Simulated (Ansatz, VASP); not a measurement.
## LiCl: VASP beside Ansatz

```xyz
4
Lattice="4.0038 0.0000 0.0000 -2.0019 3.4674 0.0000 0.0000 0.0000 6.4087" Properties=species:S:1:pos:R:3 pbc="T T T"
Li    0.0000    2.3116   -0.0191
Li    2.0019    1.1558    3.1852
Cl    0.0000    2.3116    2.4224
Cl    2.0019    1.1558    5.6267
```

Alike in both runs: task single point; functional PBE; k mesh 6 × 6 × 4; no spin polarisation.

|  | VASP | Ansatz |
| --- | --- | --- |
| version | VASP 6.6.1 | Ansatz 0.2.0 |
| potentials or method | VASP PAW PBE potentials, release 64 (Li_sv, Cl) | plane waves, PAW |
| plane-wave cutoff (eV) | 520 | 420 |
| occupations | gaussian, width 0.01 eV | fixed |
| valence electrons in the cell | 20 | 20 |

```csv
,VASP,Ansatz,Ansatz less VASP
gap on the k mesh at the Fermi level (eV),5.75,5.74,-0.006
```

Noted on VASP's run: the cutoff is short for stress, so the pressure is rough.
